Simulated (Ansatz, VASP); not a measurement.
Two plane-wave programs on Ta2TiSi3

The input INCAR:

```
PREC = Accurate
ENCUT = 520
EDIFF = 1E-6
ISMEAR = 0
SIGMA = 0.1
LREAL = F
LASPH = T
NELM = 60
ALGO = Normal
ISIF = 2
LWAVE = F
LCHARG = F
GGA = PE
NBANDS = 32
```

KPOINTS

```
regular mesh
0
Gamma
  6 6 2
```

File POSCAR:

```
Ta2TiSi3
1.0
    3.4997369400      0.0000000000      0.0000000000
    0.0000000000      3.4997369400      0.0000000000
    0.0000000000      0.0000000000      7.7102490600
Ti Ta Si
1 2 3
Direct
    0.0000000000      0.0000000000      0.0000000000
    0.0000000000      0.5000000000      0.7315000300
    0.5000000000      0.0000000000      0.2684999700
    0.0000000000      0.5000000000      0.3835000100
    0.5000000000      0.0000000000      0.6164999900
    0.5000000000      0.5000000000      0.0000000000
```

Input for Ansatz:

```yaml
crystal:
  lattice:
    - [3.49973694, 0.0, 0.0]
    - [0.0, 3.49973694, 0.0]
    - [0.0, 0.0, 7.71024906]
  atoms:
    - { symbol: Ti, position: [0.0, 0.0, 0.0] }
    - { symbol: Ta, position: [0.0, 0.5, 0.73150003] }
    - { symbol: Ta, position: [0.5, 0.0, 0.26849997] }
    - { symbol: Si, position: [0.0, 0.5, 0.38350001] }
    - { symbol: Si, position: [0.5, 0.0, 0.61649999] }
    - { symbol: Si, position: [0.5, 0.5, 0.0] }
basis:
  ecutwfc: 420
kpoints:
  mp_grid: { grid: [6, 6, 2] }
hamiltonian:
  xc: pbe
scf:
  occupations: { method: gaussian, width: 0.1 }
  lower_state_search: "off"
output:
  forces: true
  stress: true
  eigenvalues: true
```

Change from the starting cell: species swapped into the Ti2CuSb3 type (P-4m2, No. 115).

Alike in both runs: task single point; functional PBE; k mesh 6 × 6 × 2; occupations gaussian, width 0.1 eV; no spin polarisation.

|  | VASP | Ansatz |
| --- | --- | --- |
| version | VASP 6.6.1 | Ansatz 0.2.0 |
| potentials or method | VASP PAW PBE potentials, release 64 (Ti_sv, Ta_pv, Si), cutoff 520 eV | scalar-relativistic, plane waves, PAW |
| valence electrons in the cell | 46 | 50 |

|  | VASP | Ansatz | Ansatz less VASP |
| --- | --- | --- | --- |
| gap on the k mesh at the Fermi level (eV) | none | none | - |
| pressure (GPa) | 9.6 | 9.6 | -0.01 |
| traceless stress, the component that is largest in VASP (GPa) | -1.46 | -1.43 | +0.028 |
| rms of the force components (eV/Å) | 0.080 | 0.075 | -0.0043 |

Atom by atom the forces differ by 0.004 eV/Å (rms over components). A gap of «none» marks a metal or a gap that the smearing closes. With one functional, cell and mesh, what is left measures potentials, basis and numerics. VASP's potentials hold 46 valence electrons a cell and Ansatz's 50, so a difference there can come from the potentials and not from the codes.

The k mesh is coarse, so the values compare programs but aren't converged. Neither program's run includes spin-orbit coupling.
